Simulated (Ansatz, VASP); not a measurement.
## Mg: VASP beside Ansatz

```
Mg
1.0
     4.44538    0.00000    0.00439
     0.00000    3.21708    0.00000
    -0.01733    0.00000   15.86392
Mg
10
Direct
  0.74997 0.97851 0.95002
  0.25003 0.47851 0.04998
  0.25010 0.48442 0.45000
  0.74990 0.98442 0.55000
  0.24989 0.48325 0.64994
  0.75011 0.98325 0.35006
  0.75005 0.97932 0.14998
  0.24994 0.48158 0.24997
  0.75006 0.98158 0.75003
  0.24995 0.47932 0.85002
```

Alike in both runs: functional PBEsol; k mesh 8 × 12 × 4; occupations gaussian, width 0.1 eV; no spin polarisation.

Ansatz relaxed the structure, and its values are those at the end. VASP's run is a single point on that final structure, the one shown.

```csv
,VASP,Ansatz
version,VASP 6.6.1,Ansatz 0.2.0
potentials or method,"VASP PAW PBE potentials, release 64 (Mg), cutoff 520 eV","scalar-relativistic, plane waves, PAW"
valence electrons in the cell,20,100
```

|  | VASP | Ansatz | Ansatz less VASP |
| --- | --- | --- | --- |
| gap on the k mesh at the Fermi level (eV) | none | none | - |
| pressure (GPa) | 0.0 | 0.0 | +0.05 |

VASP's potentials were made for PBE, not for PBEsol. A gap of «none» marks a metal or a gap that the smearing closes. VASP's potentials hold 20 valence electrons a cell and Ansatz's 100, so a difference there can come from the potentials and not from the codes.
